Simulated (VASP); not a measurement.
# MgH2: single point with LDA

Crystal: MgH2.

```
CELL_PARAMETERS angstrom
4.42963 0.00000 0.00000
0.00000 4.42963 0.00000
0.00000 0.00000 2.97367
ATOMIC_POSITIONS crystal
Mg 0.00000 0.00000 0.00000
Mg 0.50000 0.50000 0.50000
H 0.30449 0.30449 0.00000
H 0.19551 0.80449 0.50000
H 0.69551 0.69551 0.00000
H 0.80449 0.19551 0.50000
```

```json
{"Program": "VASP 6.6.1", "Task": "single point", "Functional": "LDA", "Potentials or basis": "VASP PAW LDA potentials, release 64 (Mg, H)", "Cutoff": "520 eV", "k mesh": "6 × 6 × 8", "Occupations": "fermi-dirac, width 0.02 eV", "Spin": "no spin polarisation"}
```

- Pressure: -0.5 GPa
- Largest force: 0.008 eV/Å
- Band gap on the k mesh: 3.51 eV, indirect (least direct gap 4.37 eV)

Forces on the atoms (eV/Å):
```
Mg   0.000  0.000  0.000
Mg   0.000  0.000  0.000
H   -0.005 -0.005  0.000
H    0.005 -0.005  0.000
H    0.005  0.005  0.000
H   -0.005  0.005  0.000
```

Levels at points of the mesh, in eV from the valence-band top:
```tsv
k point	band 2	band 3	band 4	band 5	band 6	band 7
(0.00, 0.00, 0.00)	-1.57	-1.57	-0.49	4.32	4.97	9.12
(0.50, 0.00, 0.00)	-5.17	-0.55	-0.55	5.09	5.09	10.06
(0.50, 0.50, 0.00)	-4.01	-3.01	-3.01	9.12	9.12	9.29
(0.00, 0.00, 0.50)	-3.29	-0.09	-0.09	6.23	6.23	6.56
(0.50, 0.00, 0.50)	-2.47	-1.23	-1.23	4.99	4.99	6.67
(0.50, 0.50, 0.50)	-2.02	-1.07	-1.07	3.61	3.61	3.80
```

It used 31 s of CPU time on 1 thread of AMD EPYC 7R13 Processor (Zen 3), on a shared host.

A k mesh can miss the band edges. Expect the measured gap to be larger: semilocal functionals such as LDA lack the derivative discontinuity.
